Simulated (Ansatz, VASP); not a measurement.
# One calculation of AlNi, two programs

Contents of INCAR:

```
SYSTEM = AlNi
PREC = Accurate ; ENCUT = 520
EDIFF = 1E-6 ; ISMEAR = 0
SIGMA = 0.15 ; LREAL = .False.
LASPH = .True. ; NELM = 80
ALGO = Fast ; ISIF = 2
LWAVE = .False. ; LCHARG = .False.
GGA = PS ; NBANDS = 28
```

KPOINTS

```
Automatic mesh
0
Gamma
  15 15 5
  0 0 0
```

Contents of POSCAR:

```
AlNi
1.0
    0.0000000000     -2.8618233747      0.0000000000
    0.0000000000      0.0000000000     -2.8618233747
    8.8854701242     -0.9539411249     -0.9539411249
Al Ni
3 3
Direct
    0.9731600829     -0.0268399171      0.0805197512
    0.8658004147     -0.1341995853      0.4025987560
    0.7584407464     -0.2415592536      0.7246777608
    0.2047609123      0.2047609123      0.8857172632
    0.4194802488      0.4194802488      0.2415592536
    0.3121205805      0.3121205805      0.5636382584
```

Input for Ansatz:

```yaml
crystal:
  lattice:
    - [0.0, -2.8618233747, 0.0]
    - [0.0, 0.0, -2.8618233747]
    - [8.8854701242, -0.9539411249, -0.9539411249]
  atoms:
    - { symbol: Al, position: [0.9731600829, -0.0268399171, 0.0805197512] }
    - { symbol: Al, position: [0.8658004147, -0.1341995853, 0.402598756] }
    - { symbol: Al, position: [0.7584407464, -0.2415592536, 0.7246777608] }
    - { symbol: Ni, position: [0.2047609123, 0.2047609123, 0.8857172632] }
    - { symbol: Ni, position: [0.4194802488, 0.4194802488, 0.2415592536] }
    - { symbol: Ni, position: [0.3121205805, 0.3121205805, 0.5636382584] }
basis:
  ecutwfc: 520.0
kpoints:
  mp_grid: { grid: [15, 15, 5] }
hamiltonian:
  xc: pbesol
  pseudopotentials: { kind: paw, azcp: { folder: soft_1 } }
scf:
  occupations: { method: gaussian, width: 0.15 }
output:
  forces: true
  stress: true
  eigenvalues: true
  write_density: true
  write_potential: true
  elf: true
  volumetric_format: npy
```

Alike in both runs: task single point; functional PBEsol; k mesh 15 × 15 × 5; occupations gaussian, width 0.15 eV; no spin polarisation.

|  | VASP | Ansatz |
| --- | --- | --- |
| version | VASP 6.6.1 | Ansatz 0.2.0 |
| potentials or method | VASP PAW PBE potentials, release 64 (Al, Ni), cutoff 520 eV | scalar-relativistic, plane waves, PAW |
| valence electrons in the cell | 39 | 63 |

```tsv
	VASP	Ansatz	Ansatz less VASP
gap on the k mesh at the Fermi level (eV)	none	none	-
pressure (GPa)	7.7	7.5	-0.17
traceless stress, the component that is largest in VASP (GPa)	17.54	17.62	+0.088
rms of the force components (eV/Å)	2.414	2.419	+0.0050
```

VASP's potentials were made for PBE, not for PBEsol, and Ansatz warns of the same on its side. Atom by atom the forces differ by 0.007 eV/Å (rms over components). A gap of «none» marks a metal or a gap that the smearing closes. VASP's potentials hold 39 valence electrons a cell and Ansatz's 63, so a difference there can come from the potentials and not from the codes.
